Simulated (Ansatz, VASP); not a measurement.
**HgTe: VASP beside Ansatz**

Contents of POSCAR:

```
HgTe
1.0
   -2.9834303915      2.9834303915      1.5275763738
    2.9834303915     -2.9834303915      1.5275763738
    2.9834303915      2.9834303915     -1.5275763738
Hg Te
1 1
Direct
    0.2500000000      0.7500000000      0.5000000000
    0.0000000000      0.0000000000      0.0000000000
```

INCAR.step1

```
SYSTEM = HgTe
PREC = Accurate
ENCUT = 520
ISMEAR = -1
SIGMA = 0.1
LREAL = .False.
LASPH = .True.
NELM = 60
NBANDS = 16
GGA = PE
ALGO = Normal
EDIFF = 1E-4
LWAVE = .True.
LCHARG = .False.
```

File INCAR.step2:

```
SYSTEM = HgTe
PREC = Accurate
ENCUT = 520
EDIFF = 1E-7
ISMEAR = -1
SIGMA = 0.1
LREAL = .False.
LASPH = .True.
NELM = 60
ALGO = Normal
ISIF = 2
LWAVE = .False.
LCHARG = .False.
METAGGA = R2SCAN
LMIXTAU = .True.
NBANDS = 16
ISTART = 1
```

File KPOINTS:

```
regular mesh
0
Gamma
  8 8 8
  0 0 0
```

Input for Ansatz:

```yaml
crystal:
  lattice:
    - [-2.98343039146244, 2.98343039146244, 1.5275763737921337]
    - [2.98343039146244, -2.98343039146244, 1.5275763737921337]
    - [2.98343039146244, 2.98343039146244, -1.5275763737921337]
  atoms:
    - { symbol: Hg, position: [0.25, 0.75, 0.5] }
    - { symbol: Te, position: [0.0, 0.0, 0.0] }
basis:
  ecutwfc: 600.0
kpoints:
  mp_grid:
    grid: [8, 8, 8]
hamiltonian:
  xc: r2scan
  pseudopotentials:
    kind: paw
scf:
  occupations:
    method: fermi_dirac
    width: 0.1
output:
  stress: true
```

Alike in both runs: task single point; functional r2SCAN; k mesh 8 × 8 × 8; occupations fermi-dirac, width 0.1 eV; no spin polarisation.

|  | VASP | Ansatz |
| --- | --- | --- |
| version | VASP 6.6.1 | Ansatz 0.2.0 |
| potentials or method | VASP PAW PBE potentials, release 64 (Hg, Te), cutoff 520 eV | plane waves, PAW |
| valence electrons in the cell | 18 | 36 |

```tsv
	VASP	Ansatz	Ansatz less VASP
pressure (GPa)	1.8	1.6	-0.15
traceless stress, the component that is largest in VASP (GPa)	1.24	1.18	-0.053
```

VASP's potentials were made for PBE, not for r2SCAN. VASP's potentials hold 18 valence electrons a cell and Ansatz's 36, so a difference there can come from the potentials and not from the codes.

Neither program's run includes spin-orbit coupling.
